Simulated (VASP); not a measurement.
# TiTe2 (P-3m1) in VASP: notebook

TiTe2 is run at these levels: PBE+D3(BJ), r2SCAN; tasks: relaxation of shape and atoms at fixed volume, single point.

Everything below comes from runs of VASP 6.6.1. Logs are shortened: lines on timing, memory, paths and dates and some standing lists are left out, and cuts for length are marked.

**1. The cell of the first run**

The structure is trigonal, space group P-3m1 (No. 164). The conventional cell has a = 3.627 Å, b = 3.627 Å, c = 6.232 Å, α = 90.00°, β = 90.00°, γ = 120.00°. Within 3.6 Å of Ti (site symmetry -3m) lie 6 Te at 2.71 Å. Within 3.6 Å of Te (site symmetry 3m) lie 3 Ti at 2.71 Å and 3 Te at 3.50 Å.

**2. Relaxation of shape and atoms at fixed volume, PBE+D3(BJ) (volume scaled by 0.94)**

INCAR

```
SYSTEM = TiTe2
PREC = Accurate
ENCUT = 600
EDIFF = 1E-6
ISMEAR = 0
SIGMA = 0.1
LREAL = .False.
LASPH = .True.
NELM = 100
ALGO = Normal
ISIF = 4
LWAVE = .False.
LCHARG = .False.
GGA = PE
IVDW = 12
IBRION = 2
NSW = 50
EDIFFG = -0.01
```

KPOINTS

```
Automatic mesh
0
Gamma
  15 15 8
  0 0 0
```

POSCAR

```
TiTe2
1.0
    3.6266908964      0.0000000000      0.0000000000
   -1.8133454482      3.1408064479      0.0000000000
    0.0000000000      0.0000000000      6.2323397179
Ti Te
1 2
Direct
    0.0000000000      0.0000000000      0.0000000000
    0.6666666667      0.3333333333      0.2751955458
    0.3333333333      0.6666666667      0.7248044542
```

Potentials or basis: VASP PAW PBE potentials, release 64 (Ti_sv, Te).

The run is started by

```bash
$ cat potpaw_PBE.64/Ti_sv/POTCAR potpaw_PBE.64/Te/POTCAR > POTCAR
$ mpirun -np 1 vasp_std > vasp.out
```

OUTCAR:

```text
SYSTEM = TiTe2
   PREC = Accurate
   ENCUT = 600
   EDIFF = 1E-6
   ISMEAR = 0
   LREAL = .False.
   LASPH = .True.
   NELM = 100
   ISIF = 4
   GGA = PE
   IVDW = 12
   IBRION = 2
   NSW = 50
   EDIFFG = -0.01
 IVDW          = 12

 ion  position               nearest neighbor table
   1  0.000  0.000  0.000-   2 2.71   3 2.71   3 2.71   2 2.71   2 2.71   3 2.71
   2  0.667  0.333  0.275-   1 2.71   1 2.71   1 2.71   3 3.50   3 3.50   3 3.50
   3  0.333  0.667  0.725-   1 2.71   1 2.71   1 2.71   2 3.50   2 3.50   2 3.50

  LATTYP: Found a hexagonal cell.
 ALAT       =     3.6266908964
 C/A-ratio  =     1.7184645441

  Lattice vectors:

 A1 = (   3.6266908964,   0.0000000000,   0.0000000000)
 A2 = (  -1.8133454482,   3.1408064479,   0.0000000000)
 A3 = (   0.0000000000,   0.0000000000,   6.2323397179)

Analysis of symmetry for initial positions (statically):
=====================================================================
 Subroutine PRICEL returns:
 Original cell was already a primitive cell.

 Routine SETGRP: Setting up the symmetry group for a
 hexagonal supercell.

 Subroutine GETGRP returns: Found 12 space group operations
 (whereof 12 operations were pure point group operations)
 out of a pool of 24 trial point group operations.

The static configuration has the point symmetry D_3d.

Analysis of symmetry for dynamics (positions and initial velocities):
=====================================================================
 Subroutine PRICEL returns:
 Original cell was already a primitive cell.

 Routine SETGRP: Setting up the symmetry group for a
 hexagonal supercell.

 Subroutine GETGRP returns: Found 12 space group operations
 (whereof 12 operations were pure point group operations)
 out of a pool of 24 trial point group operations.

The dynamic configuration has the point symmetry D_3d.

 Subroutine INISYM returns: Found 12 space group operations
 (whereof 12 operations are pure point group operations),
 and found     1 'primitive' translations

----------------------------------------------------------------------------------------

                                     Primitive cell

  volume of cell :      70.9909

  direct lattice vectors                    reciprocal lattice vectors
     3.626690896  0.000000000  0.000000000     0.275733452  0.159194783  0.000000000
    -1.813345448  3.140806448  0.000000000     0.000000000  0.318389565  0.000000000
     0.000000000  0.000000000  6.232339718     0.000000000  0.000000000  0.160453384

  length of vectors
     3.626690896  3.626690896  6.232339718     0.318389565  0.318389565  0.160453384

[... 70 lines left out ...]
   NGX,Y,Z   is equivalent  to a cutoff of  13.75, 13.75, 13.34 a.u.
   NGXF,Y,Z  is equivalent  to a cutoff of  27.50, 27.50, 26.67 a.u.
 SYSTEM =  TiTe2
   PREC   = accura    normal or accurate (medium, high low for compatibility)
   ISTART =      0    job   : 0-new  1-cont  2-samecut
   ICHARG =      2    charge: 1-file 2-atom 10-const
   ISPIN  =      1    spin polarized calculation?
   LNONCOLLINEAR =      F non collinear calculations
   LSORBIT =      F    spin-orbit coupling
   LASPH  =      T    aspherical Exc in radial PAW
   ENCUT  =  600.0 eV  44.10 Ry    6.64 a.u.   7.24  7.24 12.45*2*pi/ulx,y,z
   NELM   =    100;   NELMIN=  2; NELMDL= -5     # of ELM steps
   EDIFF  = 0.1E-05   stopping-criterion for ELM
   LREAL  =      F    real-space projection
   EDIFFG = -.1E-01   stopping-criterion for IOM
   NSW    =     50    number of steps for IOM
   IBRION =      2    ionic relax: 0-MD 1-quasi-New 2-CG
   NFREE  =      1    steps in history (QN), initial steepest desc. (CG)
   ISIF   =      4    stress and relaxation
   ISYM   =      2    0-nonsym 1-usesym 2-fastsym
   POTIM  = 0.5000    time-step for ionic-motion
   TEBEG  =    0.0;   TEEND  =   0.0 temperature during run
   PSTRESS=    0.0 pullay stress
   NELECT =      24.0000    total number of electrons
   NUPDOWN=      -1.0000    fix difference up-down
   EMIN   =  10.00;   EMAX   =-10.00  energy-range for DOS
   EFERMI =   0.00;   METHOD = LEGACY
   ISMEAR =     0;   SIGMA  =   0.10  broadening in eV -4-tet -1-fermi 0-gaus
   EFERMI_NEDOS =   21; number of points for ismear=-14 and -15
   IALGO  =     38    algorithm
   IMIX   =      4    mixing-type and parameters
     AMIX     =   0.40;   BMIX     =  1.00
     AMIX_MAG =   1.60;   BMIX_MAG =  1.00
  volume/ion in A,a.u.               =      23.66       159.69
  Fermi-wavevector in a.u.,A,eV,Ry     =   1.140454  2.155145 17.696207  1.300634
  Thomas-Fermi vector in A             =   2.277156
   LORBIT       =      0    0 simple, 1 ext, 2 COOP (PROOUT), +10 PAW based schemes
   GGA     = PE    functional components
   LHFCALC =     F    Hartree Fock is set to
   AEXX    =    0.0000 exact exchange contribution
   IVDW    =    12    specifies the selected vdW correction
   LEPSILON=     F    determine dielectric tensor
   LRPA    =     F    only Hartree local field effects (RPA)
 conjugate gradient relaxation of ions
 non-spin polarized calculation
 Gauss-broadening in eV      SIGMA  =   0.10
  energy-cutoff  :      600.00
  volume of cell :       70.99
 maximum number of plane-waves:      2400
 NGX is ok and might be reduce to    30
   NGX = 15   NGY = 15   NGZ = 25

--------------------------------------- Ionic step        1  -------------------------------------------

 number of electron      23.9999996 magnetization

 Free energy of the ion-electron system (eV)
  ---------------------------------------------------
  ext. energy  EPLUGINS =         0.00000000
  ---------------------------------------------------
  free energy    TOTEN  =       -16.00101210 eV

  energy without entropy =      -15.99404246  energy(sigma->0) =      -15.99752728

------------------------ aborting loop because EDIFF is reached ----------------------------------------

 Edisp (eV)   -1.66881

 E8    (eV) :    -0.7722
[... 237 lines left out ...]
--------------------------------------- Ionic step        7  -------------------------------------------

 number of electron      23.9999996 magnetization

 Free energy of the ion-electron system (eV)
  ---------------------------------------------------
  ext. energy  EPLUGINS =         0.00000000
  ---------------------------------------------------
  free energy    TOTEN  =       -16.00690968 eV

  energy without entropy =      -16.00000031  energy(sigma->0) =      -16.00345500

 E-fermi :   8.4474     XC(G=0): -10.4860

 val. band max:        8.4464344511   @ k =   0.1333   0.0000   0.0000
 cond. band min:       8.4483419590   @ k =   0.3333   0.0000   0.0000
 fundamental gap:      0.0019075079
 Fermi energy:         8.4473871716

 k-point     1 :       0.0000    0.0000    0.0000
  band No.  band energies     occupation
      1     -48.8155      2.00000
      2     -25.0872      2.00000
      3     -25.0872      2.00000
      4     -25.0679      2.00000
      5      -4.7665      2.00000
      6      -2.7599      2.00000
[... 433 lines left out ...]
      3     -25.1171      2.00000
      4     -25.0505      2.00000
      5      -2.3715      2.00000
      6      -2.1035      2.00000
[... 8 lines left out ...]
     15      10.1425      0.00000
     16      10.8647      0.00000

 [... further k-points ...]

------------------------ aborting loop because EDIFF is reached ----------------------------------------

 Edisp (eV)   -1.66912

 E8    (eV) :    -0.7724
[... 26 lines left out ...]
  FREE ENERGIE OF THE ION-ELECTRON SYSTEM (eV)
  ---------------------------------------------------
  free  energy   TOTEN  =       -17.6760261446 eV

  energy  without entropy=      -17.6691167758  energy(sigma->0) =      -17.67257146

 reached required accuracy - stopping structural energy minimisation
```

Run time: 5.5 min. Hardware: 1 thread of Intel Xeon 6975P-C (Granite Rapids), shared host; peak memory 0.44 GiB.

What came out:

| Quantity | Value |
| --- | --- |
| Free energy | -17.6760 eV |
| Energy gained by relaxing | 2.1 meV/atom |
| Ionic steps | 7 |
| Pressure after relaxing | 3.1 GPa |
| Largest force after relaxing | 0.004 eV/Å |
| Band gap on the k mesh | zero (band 12 reaches 8.92 eV, above the bottom of band 13 at 8.05 eV) |
| Dispersion energy per atom | -0.556 eV |

Forces on the atoms (eV/Å):
```
Ti   0.000  0.000  0.000
Te   0.000  0.000  0.004
Te   0.000  0.000 -0.004
```

The path:
| step | energy change (eV) | largest force (eV/Å) | pressure (GPa) | volume (Å³) |
| --- | --- | --- | --- | --- |
| 1 | 0.0000 | 0.2795 | 3.85 | 70.99 |
| 2 | -0.0052 | 0.0991 | 3.40 | 70.99 |
| 3 | -0.0058 | 0.0102 | 3.12 | 70.99 |
| 4 | -0.0058 | 0.0154 | 3.13 | 70.99 |
| 5 | -0.0061 | 0.0102 | 3.11 | 70.99 |
| 6 | -0.0062 | 0.0010 | 3.07 | 70.99 |
| 7 | -0.0062 | 0.0045 | 3.10 | 70.99 |

Final structure:
```cif
data_structure
_symmetry_space_group_name_H-M 'P 1'
_symmetry_Int_Tables_number 1
_cell_length_a 3.6286
_cell_length_b 3.6286
_cell_length_c 6.2259
_cell_angle_alpha 90.000
_cell_angle_beta 90.000
_cell_angle_gamma 120.000
_cell_volume 70.99
loop_
_atom_site_label
_atom_site_type_symbol
_atom_site_fract_x
_atom_site_fract_y
_atom_site_fract_z
_atom_site_occupancy
Ti1 Ti 0.00000 0.00000 0.00000 1
Te1 Te 0.66667 0.33333 0.27880 1
Te2 Te 0.33333 0.66667 0.72120 1
```

Levels at points of the mesh, in eV from the Fermi level:
| k point | band 8 | band 9 | band 10 | band 11 | band 12 | band 13 | band 14 | band 15 | band 16 |
| --- | --- | --- | --- | --- | --- | --- | --- | --- | --- |
| (0.00, 0.00, 0.00) | -1.61 | -1.61 | 0.15 | 0.48 | 0.48 | 0.97 | 1.45 | 1.45 | 3.11 |
| (0.00, 0.00, 0.50) | -3.32 | -1.48 | -1.48 | 0.46 | 0.46 | 0.87 | 0.87 | 1.21 | 3.86 |

Caveat: the cell differs from its parent crystal (volume scaled by 0.94); spin-orbit coupling is left out, which moves the levels of the heavy elements; pairwise dispersion overbinds metals, which lowers pressure and volume.

**3. Single point, r2SCAN**

This run uses another cell than the first one, of 25.17 Å³/atom, 1.064 times its volume.

POSCAR

```
TiTe2
1.0
    3.6962848798      0.0000000000      0.0000000000
   -1.8481424399      3.2010766055      0.0000000000
    0.0000000000      0.0000000000      6.3828329764
Ti Te
1 2
Direct
    0.0000000000      0.0000000000      0.0000000000
    0.6666666667      0.3333333333      0.2711838249
    0.3333333333      0.6666666667      0.7288161751
```

INCAR.step1

```
PREC = Accurate
ENCUT = 520
ISMEAR = 0
SIGMA = 0.1
LREAL = F
LASPH = T
NELM = 100
NBANDS = 19
GGA = PE
ALGO = Normal
EDIFF = 1E-4
LWAVE = T
LCHARG = F
```

INCAR.step2

```
PREC = Accurate
ENCUT = 520
EDIFF = 1E-6
ISMEAR = 0
SIGMA = 0.1
LREAL = F
LASPH = T
NELM = 100
ALGO = Normal
ISIF = 2
LWAVE = F
LCHARG = T
METAGGA = R2SCAN
LMIXTAU = T
LELF = T
LVHAR = T
NBANDS = 19
ISTART = 1
```

KPOINTS

```
regular mesh
0
Gamma
  15 15 8
```

Potentials or basis: VASP PAW PBE potentials, release 64 (Ti_sv, Te).

The run is started by

```bash
$ cat potpaw_PBE.64/Ti_sv/POTCAR potpaw_PBE.64/Te/POTCAR > POTCAR
$ cp INCAR.step1 INCAR
$ mpirun -np 1 vasp_std > vasp.out
$ cp INCAR.step2 INCAR
$ mpirun -np 1 vasp_std > vasp.out
```

Run time: 16 min. Hardware: 1 thread of Intel Xeon Platinum 8259CL at 2.50GHz (Skylake/Cascade Lake), shared host; peak memory 0.4 GiB.

The run converged. Its results:

- Free energy: -66.1664 eV
- Pressure: 3.7 GPa
- Largest force: 0.247 eV/Å
- Band gap on the k mesh: zero (band 12 reaches 8.07 eV, above the bottom of band 13 at 7.30 eV)

Forces on the atoms (eV/Å):
```
Ti   0.000  0.000  0.000
Te   0.000  0.000 -0.247
Te   0.000  0.000  0.247
```

Stress tensor (GPa, compression positive):
```
4.19 0.00 0.00
0.00 4.19 0.00
0.00 0.00 2.84
```

Levels at points of the mesh, in eV from the Fermi level:
| k point | band 9 | band 10 | band 11 | band 12 | band 13 | band 14 | band 15 | band 16 |
| --- | --- | --- | --- | --- | --- | --- | --- | --- |
| (0.00, 0.00, 0.00) | -1.87 | 0.32 | 0.45 | 0.45 | 0.56 | 1.17 | 1.17 | 3.12 |
| (0.00, 0.00, 0.50) | -1.77 | -1.77 | 0.44 | 0.44 | 0.73 | 0.73 | 1.20 | 3.70 |

Caveat: the PAW data sets were made with another functional, which shifts forces and pressure a little; spin-orbit coupling is left out, which moves the levels of the heavy elements.
